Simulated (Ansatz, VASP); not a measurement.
## Rh in VASP and in Ansatz

File INCAR:

```
ALGO     = Normal         # electronic algorithm
EDIFF    = 1E-6           # SCF threshold, eV
EDIFFG   = -0.01          # ionic threshold
ENCUT    = 600            # plane-wave cutoff, eV
GGA      = RP             # functional
IBRION   = 2              # ionic algorithm
ISIF     = 3              # what is computed and relaxed
ISMEAR   = -1             # smearing method
LASPH    = T              # aspherical terms in the spheres
LCHARG   = F              # write CHGCAR
LREAL    = F              # projectors in reciprocal space
LWAVE    = F              # write WAVECAR
NELM     = 80             # most SCF steps
NSW      = 80             # ionic steps
PREC     = Accurate       # precision mode
SIGMA    = 0.1            # smearing width, eV
```

The input KPOINTS:

```
k-points
0
Gamma
  9 9 12
```

Contents of POSCAR:

```
Rh
1.0
    4.2673781655      0.0000000000      0.0000000000
   -2.1336890828      3.6956578989      0.0000000000
    0.0000000000      0.0000000000      2.6159028155
Rh
3
Direct
    0.0000000000      0.0000000000      0.0000000000
    0.3333333333      0.6666666667      0.5000000000
    0.6666666667      0.3333333333      0.5000000000
```

Input for Ansatz:

```yaml
crystal:
  lattice:
    - [4.2673781655, 0.0, 0.0]
    - [-2.1336890828, 3.6956578989, 0.0]
    - [0.0, 0.0, 2.6159028155]
  atoms:
    - { symbol: Rh, position: [0.0, 0.0, 0.0] }
    - { symbol: Rh, position: [0.3333333333, 0.6666666667, 0.5] }
    - { symbol: Rh, position: [0.6666666667, 0.3333333333, 0.5] }
hamiltonian:
  xc: rpbe
  pseudopotentials:
    kind: paw
    azcp:
      Rh: "pseudopotentials/Rh.paw.azcp"
basis:
  ecutwfc: 420
  fft_grid_basis: typed
kpoints:
  mp_grid: { grid: [9, 9, 12], shift: [0, 0, 0] }
magnetization:
  spin_polarized: false
scf:
  occupations: { method: fermi_dirac, width: 0.1 }
relax:
  max_steps: 60
  f_tol: 0.01
  cell: {}
```

Alike in both runs: task relaxation of cell and atoms; functional RPBE; k mesh 9 × 9 × 12; occupations fermi-dirac, width 0.1 eV; no spin polarisation.

|  | VASP | Ansatz |
| --- | --- | --- |
| version | VASP 6.6.1 | Ansatz 0.2.0 |
| potentials or method | VASP PAW PBE potentials, release 64 (Rh_pv), cutoff 600 eV | plane waves (420 eV) with PAW, scalar-relativistic |
| valence electrons in the cell | 45 | 51 |

|  | VASP | Ansatz | Ansatz less VASP |
| --- | --- | --- | --- |
| relaxed volume (Å³/atom) | 14.75 | 14.75 | +0.005 |
| relaxed length of the cell vector where the two differ most in proportion (Å) | 2.680 | 2.680 | +0.0005 |

VASP's potentials were made for PBE, not for RPBE. VASP's potentials hold 45 valence electrons a cell and Ansatz's 51, so a difference there can come from the potentials and not from the codes.
